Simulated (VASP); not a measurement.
# SiNi2 (Pnma) in VASP: single point with PBE

Aim: the single point of SiNi2 with PBE.

All numbers are computed with VASP 6.6.1; they aren't measurements. Logs are shortened: lines on timing, memory, paths and dates and some standing lists are left out, and cuts for length are marked.

**1. The cell of the first run**

Symmetry: Pnma, No. 62, orthorhombic system. Conventional cell: a = 5.112 Å, b = 3.751 Å, c = 7.121 Å, α = 90.00°, β = 90.00°, γ = 90.00°. Within 3.2 Å of Si (site symmetry m) lie 10 Ni at 2.32 to 2.84 Å and 2 Si at 3.19 Å. Within 3.1 Å of Ni (site symmetry m) lie 5 Si at 2.37 to 2.60 Å and 8 Ni at 2.60 to 2.74 Å. Ni (site symmetry m) has 5 Si at 2.32 to 2.84 Å and 8 Ni at 2.60 to 2.74 Å within 3.1 Å.

**2. Single point, PBE (11.38 Å³/atom)**

INCAR

```
PREC = Accurate
ENCUT = 520
EDIFF = 1E-6
ISMEAR = 0
SIGMA = 0.1
LREAL = False
LASPH = True
NELM = 80
ALGO = Normal
ISIF = 2
LWAVE = False
LCHARG = False
GGA = PE
NBANDS = 60
```

KPOINTS

```
Automatic mesh
0
Gamma
  8 10 6
```

POSCAR

```
SiNi2
1.0
    5.1115839242      0.0000000000      0.0000000000
    0.0000000000      3.7507632717      0.0000000000
    0.0000000000      0.0000000000      7.1213806347
Si Ni
4 8
Direct
    0.2826073777      0.7500000000      0.6157940533
    0.7173926223      0.2500000000      0.3842059467
    0.2173926223      0.2500000000      0.1157940533
    0.7826073777      0.7500000000      0.8842059467
    0.9605229172      0.7500000000      0.2010237507
    0.0394770828      0.2500000000      0.7989762493
    0.5394770828      0.2500000000      0.7010237507
    0.4605229172      0.7500000000      0.2989762493
    0.8324925542      0.7500000000      0.5601761078
    0.1675074458      0.2500000000      0.4398238922
    0.6675074458      0.2500000000      0.0601761078
    0.3324925542      0.7500000000      0.9398238922
```

Potentials or basis: VASP PAW PBE potentials, release 64 (Si, Ni).

Started as:

```bash
cat potpaw_PBE.64/Si/POTCAR potpaw_PBE.64/Ni/POTCAR > POTCAR
mpirun -np 1 vasp_std > vasp.out
```

OUTCAR:

```text
PREC = Accurate
   ENCUT = 520
   EDIFF = 1E-6
   ISMEAR = 0
   LREAL = False
   LASPH = True
   NELM = 80
   ISIF = 2
   GGA = PE

 ion  position               nearest neighbor table
   1  0.283  0.750  0.616-  12 2.32  10 2.33  10 2.33   9 2.33   7 2.37   7 2.37   8 2.43   6 2.60
                             6 2.60   9 2.84
   2  0.717  0.250  0.384-  11 2.32   9 2.33   9 2.33  10 2.33   8 2.37   8 2.37   7 2.43   5 2.60
                             5 2.60  10 2.84
   3  0.217  0.250  0.116-  10 2.32  12 2.33  12 2.33  11 2.33   5 2.37   5 2.37   6 2.43   8 2.60
                             8 2.60  11 2.84
   4  0.783  0.750  0.884-   9 2.32  11 2.33  11 2.33  12 2.33   6 2.37   6 2.37   5 2.43   7 2.60
                             7 2.60  12 2.84
   5  0.961  0.750  0.201-   3 2.37   3 2.37   4 2.43   2 2.60   2 2.60  11 2.60  11 2.60   9 2.64
                             8 2.65   8 2.65  12 2.66  10 2.74  10 2.74
   6  0.039  0.250  0.799-   4 2.37   4 2.37   3 2.43   1 2.60   1 2.60  12 2.60  12 2.60  10 2.64
                             7 2.65   7 2.65  11 2.66   9 2.74   9 2.74
   7  0.539  0.250  0.701-   1 2.37   1 2.37   2 2.43   4 2.60   4 2.60   9 2.60   9 2.60  11 2.64
                             6 2.65   6 2.65  10 2.66  12 2.74  12 2.74
   8  0.461  0.750  0.299-   2 2.37   2 2.37   1 2.43   3 2.60   3 2.60  10 2.60  10 2.60  12 2.64
                             5 2.65   5 2.65   9 2.66  11 2.74  11 2.74
   9  0.832  0.750  0.560-   4 2.32   2 2.33   2 2.33   1 2.33   7 2.60   7 2.60   5 2.64   8 2.66
                            10 2.68  10 2.68   6 2.74   6 2.74   1 2.84
  10  0.168  0.250  0.440-   3 2.32   1 2.33   1 2.33   2 2.33   8 2.60   8 2.60   6 2.64   7 2.66
                             9 2.68   9 2.68   5 2.74   5 2.74   2 2.84
  11  0.668  0.250  0.060-   2 2.32   4 2.33   4 2.33   3 2.33   5 2.60   5 2.60   7 2.64   6 2.66
                            12 2.68  12 2.68   8 2.74   8 2.74   3 2.84
  12  0.332  0.750  0.940-   1 2.32   3 2.33   3 2.33   4 2.33   6 2.60   6 2.60   8 2.64   5 2.66
                            11 2.68  11 2.68   7 2.74   7 2.74   4 2.84

  LATTYP: Found a simple orthorhombic cell.
 ALAT       =     3.7507632717
 B/A-ratio  =     1.3628116610
 C/A-ratio  =     1.8986483867

  Lattice vectors:

 A1 = (   0.0000000000,  -3.7507632717,   0.0000000000)
 A2 = (   5.1115839242,   0.0000000000,   0.0000000000)
 A3 = (   0.0000000000,   0.0000000000,   7.1213806347)

Analysis of symmetry for initial positions (statically):
=====================================================================
 Subroutine PRICEL returns:
 Original cell was already a primitive cell.

 Routine SETGRP: Setting up the symmetry group for a
 simple orthorhombic supercell.

 Subroutine GETGRP returns: Found  8 space group operations
 (whereof  2 operations were pure point group operations)
 out of a pool of  8 trial point group operations.

The static configuration has the point symmetry S_2 .
 The point group associated with its full space group is D_2h.

Analysis of symmetry for dynamics (positions and initial velocities):
=====================================================================
 Subroutine PRICEL returns:
 Original cell was already a primitive cell.

 Routine SETGRP: Setting up the symmetry group for a
 simple orthorhombic supercell.

 Subroutine GETGRP returns: Found  8 space group operations
 (whereof  2 operations were pure point group operations)
 out of a pool of  8 trial point group operations.

The dynamic configuration has the point symmetry S_2 .
 The point group associated with its full space group is D_2h.

 Subroutine INISYM returns: Found  8 space group operations
 (whereof  2 operations are pure point group operations),
 and found     1 'primitive' translations

----------------------------------------------------------------------------------------

                                     Primitive cell

  volume of cell :     136.5335

  direct lattice vectors                    reciprocal lattice vectors
     5.111583924  0.000000000  0.000000000     0.195634076  0.000000000  0.000000000
     0.000000000  3.750763272  0.000000000     0.000000000  0.266612401  0.000000000
     0.000000000  0.000000000  7.121380635     0.000000000  0.000000000  0.140422209

  length of vectors
     5.111583924  3.750763272  7.121380635     0.195634076  0.266612401  0.140422209

  position of ions in fractional coordinates (direct lattice)
     0.282607378  0.750000000  0.615794053
     0.717392622  0.250000000  0.384205947
     0.217392622  0.250000000  0.115794053
     0.782607378  0.750000000  0.884205947
     0.960522917  0.750000000  0.201023751
     0.039477083  0.250000000  0.798976249
     0.539477083  0.250000000  0.701023751
     0.460522917  0.750000000  0.298976249
     0.832492554  0.750000000  0.560176108
     0.167507446  0.250000000  0.439823892
     0.667507446  0.250000000  0.060176108
     0.332492554  0.750000000  0.939823892

  ion indices of the primitive-cell ions
   primitive index   ion index
                 1           1
                 2           2
                 3           3
                 4           4
                 5           5
                 6           6
                 7           7
                 8           8
                 9           9
                10          10
                11          11
                12          12

----------------------------------------------------------------------------------------

 KPOINTS: Automatic mesh

Automatic generation of k-mesh.
 Grid dimensions read from file:
 generate k-points for:    8   10    6

 Generating k-lattice:

  Cartesian coordinates                     Fractional coordinates (reciprocal lattice)
     0.024454260  0.000000000  0.000000000     0.125000000  0.000000000  0.000000000
     0.000000000  0.026661240  0.000000000     0.000000000  0.100000000  0.000000000
     0.000000000  0.000000000  0.023403702     0.000000000  0.000000000  0.166666667

  Length of vectors
     0.024454260  0.026661240  0.023403702

  Shift w.r.t. Gamma in fractional coordinates (k-lattice)
     0.000000000  0.000000000  0.000000000

 Subroutine IBZKPT returns following result:
 ===========================================

 Found    120 irreducible k-points:

 Following reciprocal coordinates:
            Coordinates               Weight
  0.000000  0.000000  0.000000      1.000000
  0.125000  0.000000  0.000000      2.000000
  0.250000  0.000000  0.000000      2.000000
  0.375000  0.000000  0.000000      2.000000
  0.500000  0.000000  0.000000      1.000000
  0.000000  0.100000  0.000000      2.000000
[... 16 lines left out ...]
  0.250000  0.400000  0.000000      4.000000
  0.375000  0.400000  0.000000      4.000000
 [... further k-points ...]
   k-points           NKPTS =    120   k-points in BZ     NKDIM =    120   number of bands    NBANDS=     60
   number of dos      NEDOS =    301   number of ions     NIONS =     12
   total plane-waves  NPLWV =  60480
   dimension x,y,z NGX =    40 NGY =   28 NGZ =   54
   dimension x,y,z NGXF=    80 NGYF=   56 NGZF=  108
   ions per type =               4   8
   NGX,Y,Z   is equivalent  to a cutoff of  13.01, 12.41, 12.61 a.u.
   NGXF,Y,Z  is equivalent  to a cutoff of  26.02, 24.82, 25.21 a.u.
 SYSTEM =  unknown system
   PREC   = accura    normal or accurate (medium, high low for compatibility)
   ISTART =      0    job   : 0-new  1-cont  2-samecut
   ICHARG =      2    charge: 1-file 2-atom 10-const
   ISPIN  =      1    spin polarized calculation?
   LNONCOLLINEAR =      F non collinear calculations
   LSORBIT =      F    spin-orbit coupling
   LASPH  =      T    aspherical Exc in radial PAW
   ENCUT  =  520.0 eV  38.22 Ry    6.18 a.u.   9.50  6.97 13.24*2*pi/ulx,y,z
   NELM   =     80;   NELMIN=  2; NELMDL= -5     # of ELM steps
   EDIFF  = 0.1E-05   stopping-criterion for ELM
   LREAL  =      F    real-space projection
   EDIFFG = 0.1E-04   stopping-criterion for IOM
   NSW    =      0    number of steps for IOM
   IBRION =     -1    ionic relax: 0-MD 1-quasi-New 2-CG
   NFREE  =      0    steps in history (QN), initial steepest desc. (CG)
   ISIF   =      2    stress and relaxation
   ISYM   =      2    0-nonsym 1-usesym 2-fastsym
   POTIM  = 0.5000    time-step for ionic-motion
   TEBEG  =    0.0;   TEEND  =   0.0 temperature during run
   PSTRESS=    0.0 pullay stress
   NELECT =      96.0000    total number of electrons
   NUPDOWN=      -1.0000    fix difference up-down
   EMIN   =  10.00;   EMAX   =-10.00  energy-range for DOS
   EFERMI =   0.00;   METHOD = LEGACY
   ISMEAR =     0;   SIGMA  =   0.10  broadening in eV -4-tet -1-fermi 0-gaus
   EFERMI_NEDOS =   21; number of points for ismear=-14 and -15
   IALGO  =     38    algorithm
   IMIX   =      4    mixing-type and parameters
     AMIX     =   0.40;   BMIX     =  1.00
     AMIX_MAG =   1.60;   BMIX_MAG =  1.00
  volume/ion in A,a.u.               =      11.38        76.78
  Fermi-wavevector in a.u.,A,eV,Ry     =   1.455746  2.750960 28.833398  2.119195
  Thomas-Fermi vector in A             =   2.572744
   LORBIT       =      0    0 simple, 1 ext, 2 COOP (PROOUT), +10 PAW based schemes
   GGA     = PE    functional components
   LHFCALC =     F    Hartree Fock is set to
   AEXX    =    0.0000 exact exchange contribution
   IVDW    =     0    specifies the selected vdW correction
   LEPSILON=     F    determine dielectric tensor
   LRPA    =     F    only Hartree local field effects (RPA)
 non-spin polarized calculation
 Gauss-broadening in eV      SIGMA  =   0.10
  energy-cutoff  :      520.00
  volume of cell :      136.53
 maximum number of plane-waves:      3714
 NGX is ok and might be reduce to    40
   NGX = 19   NGY = 13   NGZ = 27

 number of electron      95.9999997 magnetization

 Free energy of the ion-electron system (eV)
  ---------------------------------------------------
  ext. energy  EPLUGINS =         0.00000000
  ---------------------------------------------------
  free energy    TOTEN  =       -72.04655591 eV

  energy without entropy =      -72.01624873  energy(sigma->0) =      -72.03140232

 E-fermi :  10.5214     XC(G=0): -12.7053

 val. band max:       10.5164851272   @ k =   0.2500   0.3000   0.1667
 cond. band min:      10.5215818336   @ k =   0.5000   0.4000   0.1667
 fundamental gap:      0.0050967064
 Fermi energy:        10.5213532816

 k-point     1 :       0.0000    0.0000    0.0000
  band No.  band energies     occupation
      1      -1.7827      2.00000
      2       0.7449      2.00000
      3       0.7526      2.00000
      4       2.4021      2.00000
      5       4.0904      2.00000
      6       4.5822      2.00000
[... 52 lines left out ...]
     59      15.5117      0.00000
     60      15.6277      0.00000

 k-point     2 :       0.1250    0.0000    0.0000
  band No.  band energies     occupation
      1      -1.6954      2.00000
      2       0.7919      2.00000
      3       0.8138      2.00000
      4       1.9776      2.00000
      5       4.4160      2.00000
      6       4.4664      2.00000
[... 52 lines left out ...]
     59      15.3319      0.00000
     60      15.7512      0.00000

 k-point     3 :       0.2500    0.0000    0.0000
  band No.  band energies     occupation
      1      -1.4358      2.00000
      2       0.8175      2.00000
      3       0.9837      2.00000
      4       1.3168      2.00000
      5       3.9919      2.00000
      6       4.1129      2.00000
[... 1312 lines left out ...]
     59      15.4716      0.00000
     60      15.9507      0.00000

 k-point    24 :       0.3750    0.4000    0.0000
  band No.  band energies     occupation
      1       0.4326      2.00000
      2       1.4507      2.00000
      3       1.5157      2.00000
      4       1.9561      2.00000
      5       4.1122      2.00000
      6       4.1690      2.00000
[... 52 lines left out ...]
     59      15.6882      0.00000
     60      16.4669      0.00000

 [... further k-points ...]
[... 5 lines left out ...]
  --------------------------------------------------------------------------------------
  -------------------------------------------------------------------------------------
  Total       -4.3384045     -4.1605331     -4.2650294     -0.0000000      0.0000000      0.0000000
  in kB      -50.9097862    -48.8225226    -50.0487533     -0.0000000      0.0000000      0.0000000
  external PRESSURE =     -49.9270207 kB  Pullay stress =       0.0000000 kB

 VOLUME and BASIS-vectors are now :
 -----------------------------------------------------------------------------
  energy-cutoff  :      520.00
  volume of cell :      136.53
      direct lattice vectors                 reciprocal lattice vectors
     5.111583924  0.000000000  0.000000000     0.195634076  0.000000000  0.000000000
     0.000000000  3.750763272  0.000000000     0.000000000  0.266612401  0.000000000
     0.000000000  0.000000000  7.121380635     0.000000000  0.000000000  0.140422209

 POSITION                                       TOTAL-FORCE (eV/Angst)
 -----------------------------------------------------------------------------------
      1.44457      2.81307      4.38530        -0.007280      0.000000     -0.000129
      3.66701      0.93769      2.73608         0.007280     -0.000000      0.000129
      1.11122      0.93769      0.82461         0.007280      0.000000     -0.000129
      4.00036      2.81307      6.29677        -0.007280     -0.000000      0.000129
      4.90979      2.81307      1.43157        -0.005285     -0.000000      0.003346
      0.20179      0.93769      5.68981         0.005285     -0.000000     -0.003346
      2.75758      0.93769      4.99226         0.005285     -0.000000      0.003346
      2.35400      2.81307      2.12912        -0.005285      0.000000     -0.003346
      4.25536      2.81307      3.98923        -0.006074     -0.000000      0.002873
      0.85623      0.93769      3.13215         0.006074      0.000000     -0.002873
      3.41202      0.93769      0.42854         0.006074      0.000000      0.002873
      1.69956      2.81307      6.69284        -0.006074     -0.000000     -0.002873
 -----------------------------------------------------------------------------------
    total drift:                                0.000000      0.000000      0.000000

  FREE ENERGIE OF THE ION-ELECTRON SYSTEM (eV)
  ---------------------------------------------------
  free  energy   TOTEN  =       -72.0465559109 eV

  energy  without entropy=      -72.0162487270  energy(sigma->0) =      -72.03140232
```

Run time: 26 min. Hardware: 1 thread of Oxide Virtual Turin-like, shared host; peak memory 0.7 GiB.

What came out:

```
Free energy            : -72.0466 eV
Pressure               : -5.0 GPa
Largest force          : 0.007 eV/Å
Band gap on the k mesh : zero (bands 48 and 49 overlap by 1.65 eV)
```

Forces on the atoms (eV/Å):
```
Si  -0.007  0.000  0.000
Si   0.007  0.000  0.000
Si   0.007  0.000  0.000
Si  -0.007  0.000  0.000
Ni  -0.005  0.000  0.003
Ni   0.005  0.000 -0.003
Ni   0.005  0.000  0.003
Ni  -0.005  0.000 -0.003
Ni  -0.006  0.000  0.003
Ni   0.006  0.000 -0.003
Ni   0.006  0.000  0.003
Ni  -0.006  0.000 -0.003
```

Levels at points of the mesh, in eV from the Fermi level:
```tsv
k point	band 45	band 46	band 47	band 48	band 49	band 50	band 51	band 52
(0.00, 0.00, 0.00)	-0.94	-0.90	-0.61	-0.29	0.57	0.78	1.99	2.15
(0.50, 0.00, 0.00)	-0.91	-0.91	1.19	1.19	1.75	1.75	2.50	2.50
(0.00, 0.50, 0.00)	-0.94	-0.94	-0.90	-0.90	0.64	0.64	1.29	1.29
(0.50, 0.50, 0.00)	-0.78	-0.78	-0.78	-0.78	0.02	0.02	0.02	0.02
(0.00, 0.00, 0.50)	-1.03	-1.03	-0.42	-0.42	0.26	0.26	1.33	1.33
(0.50, 0.00, 0.50)	-0.62	-0.62	0.31	0.31	1.85	1.85	1.87	1.87
(0.00, 0.50, 0.50)	-0.80	-0.80	-0.39	-0.39	-0.34	-0.34	0.98	0.98
(0.50, 0.50, 0.50)	-0.72	-0.72	-0.72	-0.72	0.49	0.49	0.49	0.49
```

Caveat: the cell stands under tension.
